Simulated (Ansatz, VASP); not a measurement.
GdN in VASP and in Ansatz

POSCAR

```
GdN
1.0
    0.0000000000      2.4759988193      2.4759988193
    2.4759988193      0.0000000000      2.4759988193
    2.4759988193      2.4759988193      0.0000000000
Gd N
1 1
Direct
    0.5000000000      0.5000000000      0.5000000000
    0.0000000000      0.0000000000      0.0000000000
```

Contents of INCAR.step1:

```
ALGO = Normal
EDIFF = 1E-4
ENCUT = 520
GGA = PE
ISMEAR = 0
ISPIN = 2
LASPH = T
LCHARG = F
LDAU = T
LDAUJ = 0 0
LDAUL = 3 -1
LDAUTYPE = 2
LDAUU = 4 0
LMAXMIX = 6
LREAL = F
LWAVE = T
MAGMOM = 7.65 -0.18
NBANDS = 22
NELM = 150
PREC = Accurate
SIGMA = 0.05
```

Contents of INCAR.step2:

```
ALGO = Normal
EDIFF = 1E-6
ENCUT = 520
ISIF = 2
ISMEAR = 0
ISPIN = 2
ISTART = 1
LASPH = T
LCHARG = F
LDAU = T
LDAUJ = 0 0
LDAUL = 3 -1
LDAUPRINT = 1
LDAUTYPE = 2
LDAUU = 4 0
LMAXMIX = 6
LMIXTAU = T
LORBIT = 11
LREAL = F
LWAVE = F
MAGMOM = 7.65 -0.18
METAGGA = R2SCAN
NBANDS = 22
NELM = 150
PREC = Accurate
SIGMA = 0.05
```

The input KPOINTS:

```
k-points
0
Gamma
  8 8 8
```

Input for Ansatz:

```yaml
crystal:
  lattice:
    - [0.0, 2.4759988193, 2.4759988193]
    - [2.4759988193, 0.0, 2.4759988193]
    - [2.4759988193, 2.4759988193, 0.0]
  atoms:
    - { symbol: Gd, position: [0.5, 0.5, 0.5], spin: 7.66 }
    - { symbol: "N", position: [0.0, 0.0, 0.0] }
basis:
  ecutwfc: 500
  ecutrho_ratio: 4
kpoints:
  mp_grid: { grid: [8, 8, 8] }
hamiltonian:
  xc: r2scan
  hubbard:
    sites:
      - { species: Gd, l: f, u_eff: 4.0, starting_ns: start.occupation_matrices }
    ns_hold: { iters: 6 }
scf:
  occupations: { method: gaussian, width: 0.05 }
  lower_state_search: "off"
output:
  forces: true
  stress: true
  eigenvalues: true
  populations: true
  hubbard: { sites: [{ species: Gd, l: f }] }
magnetization:
  spin_polarized: true
```

Alike in both runs: task single point; functional r2SCAN; k mesh 8 × 8 × 8; occupations gaussian, width 0.05 eV; collinear spin; Hubbard terms Gd f U = 4.0 eV.

|  | VASP | Ansatz |
| --- | --- | --- |
| version | VASP 6.6.1 | Ansatz 0.2.0 |
| potentials or method | VASP PAW PBE potentials, release 64 (Gd, N), cutoff 520 eV | scalar-relativistic, plane waves, PAW |
| valence electrons in the cell | 23 | 23 |

|  | VASP | Ansatz | Ansatz less VASP |
| --- | --- | --- | --- |
| gap on the k mesh at the Fermi level (eV) | none | none | - |
| pressure (GPa) | 3.6 | 3.4 | -0.16 |
| net moment per atom (μB) | 3.50 | 3.50 | 0.000 |
| size of the moment on the site where the two differ most (μB) | 6.83 | 6.96 | +0.130 |

VASP's potentials were made for PBE, not for r2SCAN. Site moments also hang on the region over which each program counts them. The programs project onto different local orbitals, so the same U acts differently, and such runs can settle in different states. A gap of «none» marks a metal or a gap that the smearing closes. Ansatz's warnings: filled band counts differ across k points, stability check not made.

Spin-orbit coupling is off throughout.
